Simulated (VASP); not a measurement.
# NaF (Fm-3m) in VASP: settings compared

NaF is run at these levels: PBE, LDA; tasks: single point, relaxation of cell and atoms.

Everything below comes from runs of VASP 6.6.1. Logs are shortened: lines on timing, memory, paths and dates and some standing lists are left out, and cuts for length are marked.

### Step 1. The cell of the first run

It takes space group Fm-3m (No. 225, cubic). Conventional cell: a = 4.701 Å, b = 4.701 Å, c = 4.701 Å, α = 90.00°, β = 90.00°, γ = 90.00°. Within 3.1 Å of Na (site symmetry m-3m) lie 6 F at 2.35 Å. Within 3.1 Å of F (site symmetry m-3m) lie 6 Na at 2.35 Å.

### Step 2. Single point, PBE

Input file INCAR:

```
  ALGO = Normal
  EDIFF = 1E-6
  ENCUT = 600
  GGA = PE
  GGA_COMPAT = F
  ISIF = 2
  ISMEAR = 0
  LASPH = T
  LCHARG = F
  LREAL = F
  LWAVE = F
  NBANDS = 14
  NELM = 120
  PREC = Accurate
  SIGMA = 0.01
```

Input file KPOINTS:

```
k-points
0
Gamma
  8 8 8
```

Input file POSCAR:

```
NaF
1.0
    0.0000000000      2.3504971257      2.3504971257
    2.3504971257      0.0000000000      2.3504971257
    2.3504971257      2.3504971257      0.0000000000
Na F
1 1
Direct
    0.5000000000      0.5000000000      0.5000000000
    0.0000000000      0.0000000000      0.0000000000
```

Potentials or basis: VASP PAW PBE potentials, release 64 (Na_pv, F).

Launch:

```console
$ cat potpaw_PBE.64/Na_pv/POTCAR potpaw_PBE.64/F/POTCAR > POTCAR
$ mpirun -np 1 vasp_std > vasp.out
```

OUTCAR:

```text
EDIFF = 1E-6
   ENCUT = 600
   GGA = PE
   ISIF = 2
   ISMEAR = 0
   LASPH = T
   LREAL = F
   NELM = 120
   PREC = Accurate

 ion  position               nearest neighbor table
   1  0.500  0.500  0.500-
   2  0.000  0.000  0.000-

  LATTYP: Found a face centered cubic cell.
 ALAT       =     4.7009942514

  Lattice vectors:

 A1 = (   0.0000000000,   2.3504971257,   2.3504971257)
 A2 = (   2.3504971257,   0.0000000000,   2.3504971257)
 A3 = (   2.3504971257,   2.3504971257,   0.0000000000)

Analysis of symmetry for initial positions (statically):
=====================================================================
 Subroutine PRICEL returns:
 Original cell was already a primitive cell.

 Routine SETGRP: Setting up the symmetry group for a
 face centered cubic supercell.

 Subroutine GETGRP returns: Found 48 space group operations
 (whereof 48 operations were pure point group operations)
 out of a pool of 48 trial point group operations.

The static configuration has the point symmetry O_h .

Analysis of symmetry for dynamics (positions and initial velocities):
=====================================================================
 Subroutine PRICEL returns:
 Original cell was already a primitive cell.

 Routine SETGRP: Setting up the symmetry group for a
 face centered cubic supercell.

 Subroutine GETGRP returns: Found 48 space group operations
 (whereof 48 operations were pure point group operations)
 out of a pool of 48 trial point group operations.

The dynamic configuration has the point symmetry O_h .

 Subroutine INISYM returns: Found 48 space group operations
 (whereof 48 operations are pure point group operations),
 and found     1 'primitive' translations

----------------------------------------------------------------------------------------

                                     Primitive cell

  volume of cell :      25.9722

  direct lattice vectors                    reciprocal lattice vectors
     0.000000000  2.350497126  2.350497126    -0.212720958  0.212720958  0.212720958
     2.350497126  0.000000000  2.350497126     0.212720958 -0.212720958  0.212720958
     2.350497126  2.350497126  0.000000000     0.212720958  0.212720958 -0.212720958

  length of vectors
     3.324104913  3.324104913  3.324104913     0.368443507  0.368443507  0.368443507

  position of ions in fractional coordinates (direct lattice)
     0.500000000  0.500000000  0.500000000
     0.000000000  0.000000000  0.000000000

  ion indices of the primitive-cell ions
   primitive index   ion index
                 1           1
                 2           2

----------------------------------------------------------------------------------------

 KPOINTS: k-points

Automatic generation of k-mesh.
 Grid dimensions read from file:
 generate k-points for:    8    8    8

 Generating k-lattice:

  Cartesian coordinates                     Fractional coordinates (reciprocal lattice)
    -0.026590120  0.026590120  0.026590120     0.125000000  0.000000000  0.000000000
     0.026590120 -0.026590120  0.026590120     0.000000000  0.125000000  0.000000000
     0.026590120  0.026590120 -0.026590120     0.000000000  0.000000000  0.125000000

  Length of vectors
     0.046055438  0.046055438  0.046055438

  Shift w.r.t. Gamma in fractional coordinates (k-lattice)
     0.000000000  0.000000000  0.000000000

 Subroutine IBZKPT returns following result:
 ===========================================

 Found     29 irreducible k-points:

 Following reciprocal coordinates:
            Coordinates               Weight
  0.000000  0.000000  0.000000      1.000000
  0.125000  0.000000  0.000000      8.000000
  0.250000  0.000000  0.000000      8.000000
  0.375000  0.000000  0.000000      8.000000
  0.500000  0.000000  0.000000      4.000000
  0.125000  0.125000  0.000000      6.000000
[... 16 lines left out ...]
  0.500000  0.250000  0.125000     48.000000
 -0.375000  0.250000  0.125000     24.000000
 [... further k-points ...]
   k-points           NKPTS =     29   k-points in BZ     NKDIM =     29   number of bands    NBANDS=     14
   number of dos      NEDOS =    301   number of ions     NIONS =      2
   total plane-waves  NPLWV =  21952
   dimension x,y,z NGX =    28 NGY =   28 NGZ =   28
   dimension x,y,z NGXF=    56 NGYF=   56 NGZF=   56
   ions per type =               1   1
   NGX,Y,Z   is equivalent  to a cutoff of  14.00, 14.00, 14.00 a.u.
   NGXF,Y,Z  is equivalent  to a cutoff of  28.01, 28.01, 28.01 a.u.
 SYSTEM =  unknown system
   PREC   = accura    normal or accurate (medium, high low for compatibility)
   ISTART =      0    job   : 0-new  1-cont  2-samecut
   ICHARG =      2    charge: 1-file 2-atom 10-const
   ISPIN  =      1    spin polarized calculation?
   LNONCOLLINEAR =      F non collinear calculations
   LSORBIT =      F    spin-orbit coupling
   LASPH  =      T    aspherical Exc in radial PAW
   ENCUT  =  600.0 eV  44.10 Ry    6.64 a.u.   6.64  6.64  6.64*2*pi/ulx,y,z
   NELM   =    120;   NELMIN=  2; NELMDL= -5     # of ELM steps
   EDIFF  = 0.1E-05   stopping-criterion for ELM
   LREAL  =      F    real-space projection
   EDIFFG = 0.1E-04   stopping-criterion for IOM
   NSW    =      0    number of steps for IOM
   IBRION =     -1    ionic relax: 0-MD 1-quasi-New 2-CG
   NFREE  =      0    steps in history (QN), initial steepest desc. (CG)
   ISIF   =      2    stress and relaxation
   ISYM   =      2    0-nonsym 1-usesym 2-fastsym
   POTIM  = 0.5000    time-step for ionic-motion
   TEBEG  =    0.0;   TEEND  =   0.0 temperature during run
   PSTRESS=    0.0 pullay stress
   NELECT =      14.0000    total number of electrons
   NUPDOWN=      -1.0000    fix difference up-down
   EMIN   =  10.00;   EMAX   =-10.00  energy-range for DOS
   EFERMI =   0.00;   METHOD = LEGACY
   ISMEAR =     0;   SIGMA  =   0.01  broadening in eV -4-tet -1-fermi 0-gaus
   EFERMI_NEDOS =   21; number of points for ismear=-14 and -15
   IALGO  =     38    algorithm
   IMIX   =      4    mixing-type and parameters
     AMIX     =   0.40;   BMIX     =  1.00
     AMIX_MAG =   1.60;   BMIX_MAG =  1.00
  volume/ion in A,a.u.               =      12.99        87.63
  Fermi-wavevector in a.u.,A,eV,Ry     =   1.332338  2.517754 24.152040  1.775125
  Thomas-Fermi vector in A             =   2.461281
   LORBIT       =      0    0 simple, 1 ext, 2 COOP (PROOUT), +10 PAW based schemes
   GGA     = PE    functional components
   LHFCALC =     F    Hartree Fock is set to
   AEXX    =    0.0000 exact exchange contribution
   IVDW    =     0    specifies the selected vdW correction
   LEPSILON=     F    determine dielectric tensor
   LRPA    =     F    only Hartree local field effects (RPA)
 non-spin polarized calculation
 Gauss-broadening in eV      SIGMA  =   0.01
  energy-cutoff  :      600.00
  volume of cell :       25.97
 maximum number of plane-waves:       893
   NGX = 13   NGY = 13   NGZ = 13

 number of electron      14.0000002 magnetization

 Free energy of the ion-electron system (eV)
  ---------------------------------------------------
  ext. energy  EPLUGINS =         0.00000000
  ---------------------------------------------------
  free energy    TOTEN  =        -8.57122599 eV

  energy without entropy =       -8.57122599  energy(sigma->0) =       -8.57122599

 E-fermi :  -2.2258     XC(G=0):  -8.9513

 val. band max:       -2.2679181353   @ k =   0.0000   0.0000   0.0000
 cond. band min:       3.8068668889   @ k =   0.0000   0.0000   0.0000
 fundamental gap:      6.0747850242
 Fermi energy:        -2.2257963252

 k-point     1 :       0.0000    0.0000    0.0000
  band No.  band energies     occupation
      1     -21.3719      2.00000
      2     -21.3437      2.00000
      3     -21.3437      2.00000
      4     -21.3437      2.00000
      5      -2.2679      2.00000
      6      -2.2679      2.00000
      7      -2.2679      2.00000
      8       3.8069      0.00000
      9      16.4018      0.00000
     10      16.4018      0.00000
     11      16.4018      0.00000
     12      19.1802      0.00000
     13      21.3061      0.00000
     14      21.3061      0.00000

 k-point     2 :       0.1250    0.0000    0.0000
  band No.  band energies     occupation
      1     -21.6332      2.00000
      2     -21.3452      2.00000
      3     -21.3452      2.00000
      4     -21.0643      2.00000
      5      -2.5470      2.00000
      6      -2.3027      2.00000
      7      -2.3027      2.00000
      8       4.3368      0.00000
      9      14.6905      0.00000
     10      16.6212      0.00000
     11      16.6212      0.00000
     12      20.6922      0.00000
     13      20.6922      0.00000
     14      20.9659      0.00000

 k-point     3 :       0.2500    0.0000    0.0000
  band No.  band energies     occupation
      1     -21.8533      2.00000
      2     -21.3491      2.00000
      3     -21.3491      2.00000
      4     -20.8003      2.00000
      5      -3.1137      2.00000
      6      -2.3859      2.00000
      7      -2.3859      2.00000
      8       5.6244      0.00000
      9      12.6032      0.00000
     10      17.0909      0.00000
     11      17.0909      0.00000
     12      20.0171      0.00000
     13      20.0171      0.00000
     14      21.4370      0.00000
[... 324 lines left out ...]
 k-point    23 :       0.5000    0.2500    0.1250
  band No.  band energies     occupation
      1     -21.8837      2.00000
      2     -21.3878      2.00000
      3     -21.3644      2.00000
      4     -20.6996      2.00000
      5      -3.4332      2.00000
      6      -2.7379      2.00000
      7      -2.5446      2.00000
      8       8.0794      0.00000
      9      11.0488      0.00000
     10      14.6810      0.00000
     11      16.5136      0.00000
     12      18.8502      0.00000
     13      20.8353      0.00000
     14      24.7613      0.00000

 k-point    24 :      -0.3750    0.2500    0.1250
  band No.  band energies     occupation
      1     -21.8992      2.00000
      2     -21.3905      2.00000
      3     -21.3704      2.00000
      4     -20.6696      2.00000
      5      -3.5013      2.00000
      6      -2.8096      2.00000
      7      -2.5808      2.00000
      8       9.2384      0.00000
      9      10.1050      0.00000
     10      14.4064      0.00000
     11      16.2081      0.00000
     12      19.4085      0.00000
     13      20.4309      0.00000
     14      25.0441      0.00000

 [... further k-points ...]

------------------------ aborting loop because EDIFF is reached ----------------------------------------

  FORCE on cell =-STRESS in cart. coord.  units (eV):
  Direction    XX          YY          ZZ          XY          YZ          ZX
  --------------------------------------------------------------------------------------
  -------------------------------------------------------------------------------------
  Total       -0.0407629     -0.0407629     -0.0407629      0.0000000      0.0000000     -0.0000000
  in kB       -2.5145871     -2.5145871     -2.5145871      0.0000000      0.0000000     -0.0000000
  external PRESSURE =      -2.5145871 kB  Pullay stress =       0.0000000 kB

 VOLUME and BASIS-vectors are now :
 -----------------------------------------------------------------------------
  energy-cutoff  :      600.00
  volume of cell :       25.97
      direct lattice vectors                 reciprocal lattice vectors
     0.000000000  2.350497126  2.350497126    -0.212720958  0.212720958  0.212720958
     2.350497126  0.000000000  2.350497126     0.212720958 -0.212720958  0.212720958
     2.350497126  2.350497126  0.000000000     0.212720958  0.212720958 -0.212720958

 POSITION                                       TOTAL-FORCE (eV/Angst)
 -----------------------------------------------------------------------------------
      2.35050      2.35050      2.35050        -0.000000     -0.000000      0.000000
      0.00000      0.00000      0.00000         0.000000      0.000000      0.000000
 -----------------------------------------------------------------------------------
    total drift:                                0.000000      0.000000      0.000000

  FREE ENERGIE OF THE ION-ELECTRON SYSTEM (eV)
  ---------------------------------------------------
  free  energy   TOTEN  =        -8.5712259866 eV

  energy  without entropy=       -8.5712259866  energy(sigma->0) =       -8.57122599
```

Wall time 5.9 s (1 thread of Intel Xeon 6975P-C (Granite Rapids), shared host); peak memory 0.15 GiB.

Results:

```
Free energy            : -8.5712 eV
Pressure               : -0.3 GPa
Band gap on the k mesh : 6.07 eV
```

Levels at points of the mesh, in eV from the valence-band top:
| k point | band 3 | band 4 | band 5 | band 6 | band 7 | band 8 | band 9 | band 10 | band 11 | band 12 |
| --- | --- | --- | --- | --- | --- | --- | --- | --- | --- | --- |
| (0.00, 0.00, 0.00) | -19.08 | -19.08 | 0.00 | 0.00 | 0.00 | 6.07 | 18.67 | 18.67 | 18.67 | 21.45 |
| (0.50, 0.00, 0.00) | -19.09 | -18.28 | -1.50 | -0.23 | -0.23 | 10.52 | 12.10 | 19.65 | 19.65 | 22.40 |
| (0.50, 0.50, 0.00) | -19.12 | -18.88 | -1.21 | -0.38 | -0.38 | 12.80 | 13.16 | 13.18 | 19.21 | 19.21 |

### Step 3. Single point, LDA

Input file INCAR:

```
PREC = Accurate ; ENCUT = 600
EDIFF = 1E-6 ; ISMEAR = 0
SIGMA = 0.02 ; LREAL = F
LASPH = T ; NELM = 120
ALGO = Normal ; ISIF = 2
LWAVE = F ; LCHARG = F
GGA = CA ; NBANDS = 14
GGA_COMPAT = F
```

Input file KPOINTS:

```
Automatic mesh
0
Gamma
  8 8 8
```

POSCAR is that of step 2.

Potentials or basis: VASP PAW LDA potentials, release 64 (Na_pv, F).

Launch:

```console
$ cat potpaw_LDA.64/Na_pv/POTCAR potpaw_LDA.64/F/POTCAR > POTCAR
$ mpirun -np 1 vasp_std > vasp.out
```

OUTCAR:

```text
PREC = Accurate
   ENCUT = 600
   EDIFF = 1E-6
   ISMEAR = 0
   LREAL = F
   LASPH = T
   NELM = 120
   ISIF = 2
   GGA = CA

 ion  position               nearest neighbor table
   1  0.500  0.500  0.500-
   2  0.000  0.000  0.000-

  LATTYP: Found a face centered cubic cell.
 ALAT       =     4.7009942514

  Lattice vectors:

 A1 = (   0.0000000000,   2.3504971257,   2.3504971257)
 A2 = (   2.3504971257,   0.0000000000,   2.3504971257)
[... 591 lines left out ...]
 [... further k-points ...]

------------------------ aborting loop because EDIFF is reached ----------------------------------------

  FORCE on cell =-STRESS in cart. coord.  units (eV):
  Direction    XX          YY          ZZ          XY          YZ          ZX
  --------------------------------------------------------------------------------------
  -------------------------------------------------------------------------------------
  Total       -0.9833453     -0.9833453     -0.9833453      0.0000000      0.0000000      0.0000000
  in kB      -60.6607078    -60.6607078    -60.6607078      0.0000000      0.0000000      0.0000000
  external PRESSURE =     -60.6607078 kB  Pullay stress =       0.0000000 kB

 VOLUME and BASIS-vectors are now :
 -----------------------------------------------------------------------------
  energy-cutoff  :      600.00
  volume of cell :       25.97
      direct lattice vectors                 reciprocal lattice vectors
     0.000000000  2.350497126  2.350497126    -0.212720958  0.212720958  0.212720958
     2.350497126  0.000000000  2.350497126     0.212720958 -0.212720958  0.212720958
     2.350497126  2.350497126  0.000000000     0.212720958  0.212720958 -0.212720958

 POSITION                                       TOTAL-FORCE (eV/Angst)
 -----------------------------------------------------------------------------------
      2.35050      2.35050      2.35050         0.000000      0.000000      0.000000
      0.00000      0.00000      0.00000        -0.000000     -0.000000     -0.000000
 -----------------------------------------------------------------------------------
    total drift:                                0.000000      0.000000      0.000000

  FREE ENERGIE OF THE ION-ELECTRON SYSTEM (eV)
  ---------------------------------------------------
  free  energy   TOTEN  =        -9.2731510764 eV

  energy  without entropy=       -9.2731510764  energy(sigma->0) =       -9.27315108
```

stdout:

```text
POSCAR found type information on POSCAR NaF
 POSCAR found :  2 types and       2 ions
 scaLAPACK will be used
 LDA part: xc-table for (Slater(with rela. corr.)+CA(PZ))
 , standard interpolation
 POSCAR, INCAR and KPOINTS ok, starting setup
 FFT: planning ... GRIDC
 FFT: planning ... GRID_SOFT
 FFT: planning ... GRID
 WAVECAR not read
 entering main loop
```

Run time: 5.9 s. Hardware: 1 thread of Intel Xeon 6975P-C (Granite Rapids), shared host; peak memory 0.14 GiB.

Results:

* Free energy: -9.2732 eV
* Pressure: -6.1 GPa
* Band gap on the k mesh: 5.74 eV

Caveat: the cell stands under tension.

### Step 4. Relaxation of cell and atoms, PBE

Input file INCAR:

```
SYSTEM = NaF
PREC     = Accurate       ! precision mode
ENCUT    = 600            ! plane-wave cutoff, eV
EDIFF    = 1E-7           ! SCF threshold, eV
ISMEAR   = 0              ! smearing method
SIGMA    = 0.01           ! smearing width, eV
LREAL    = .False.        ! projectors in reciprocal space
LASPH    = .True.         ! aspherical terms in the spheres
NELM     = 120            ! most SCF steps
ALGO     = Normal         ! electronic algorithm
ISIF     = 3              ! what is computed and relaxed
LWAVE    = .False.        ! write WAVECAR
LCHARG   = .False.        ! write CHGCAR
GGA      = PE             ! functional
IBRION   = 2              ! ionic algorithm
NSW      = 80             ! ionic steps
EDIFFG   = -0.001         ! ionic threshold
GGA_COMPAT= .False.      
NELMIN   = 4
```

Input file KPOINTS:

```
Automatic mesh
0
Gamma
  8 8 8
  0 0 0
```

POSCAR is that of step 3.

Potentials or basis: VASP PAW PBE potentials, release 64 (Na_pv, F).

Launch:

```console
$ cat potpaw_PBE.64/Na_pv/POTCAR potpaw_PBE.64/F/POTCAR > POTCAR
$ mpirun -np 1 vasp_std > vasp.out
```

Wall time 20 s (1 thread of Intel Xeon 6975P-C (Granite Rapids), shared host); peak memory 0.15 GiB.

The run converged. Its results:

| Item | Value |
| --- | --- |
| Free energy | -8.5713 eV |
| Relaxed volume | 12.92 Å³/atom |
| Relaxed cell | a = 3.319 Å, b = 3.319 Å, c = 3.319 Å, α = 60.00°, β = 60.00°, γ = 60.00° |
| Space group after relaxing (to 0.1 Å) | Fm-3m (No. 225) |
| Energy gained by relaxing | 0.0 meV/atom |
| Ionic steps | 7 |
| Pressure after relaxing | 0.0 GPa |
| Band gap on the k mesh | 6.10 eV |

Final structure:
```cif
data_structure
_symmetry_space_group_name_H-M 'P 1'
_symmetry_Int_Tables_number 1
_cell_length_a 3.3187
_cell_length_b 3.3187
_cell_length_c 3.3187
_cell_angle_alpha 60.000
_cell_angle_beta 60.000
_cell_angle_gamma 60.000
_cell_volume 25.84
loop_
_atom_site_label
_atom_site_type_symbol
_atom_site_fract_x
_atom_site_fract_y
_atom_site_fract_z
_atom_site_occupancy
Na1 Na 0.50000 0.50000 0.50000 1
F1 F 0.00000 0.00000 0.00000 1
```

Levels at points of the mesh, in eV from the valence-band top:
```tsv
k point	band 5	band 6	band 7	band 8	band 9	band 10
(0.00, 0.00, 0.00)	0.00	0.00	0.00	6.10	18.71	18.71
(0.50, 0.00, 0.00)	-1.51	-0.24	-0.24	10.55	12.15	19.70
(0.50, 0.50, 0.00)	-1.21	-0.39	-0.39	12.84	13.18	13.23
```

### Step 5. Summary

| task | level | potentials or basis | cell | smearing | gap on the mesh (eV) | pressure (GPa) |
| --- | --- | --- | --- | --- | --- | --- |
| single point | PBE | VASP PAW PBE potentials, release 64 (Na_pv, F) | as given | gaussian 0.01 eV | 6.07 | -0.3 |
| single point | LDA | VASP PAW LDA potentials, release 64 (Na_pv, F) | as given | gaussian 0.02 eV | 5.74 | -6.1 |
| relaxation of cell and atoms | PBE | VASP PAW PBE potentials, release 64 (Na_pv, F) | relaxed | gaussian 0.01 eV | 6.10 | 0.0 |

Alike in all rows: no spin polarisation; k mesh 8 × 8 × 8; cutoff (eV) 600.

Caveats: the cell stands under tension (at least some runs).

Absolute energies hang on the potentials; compare differences alone.
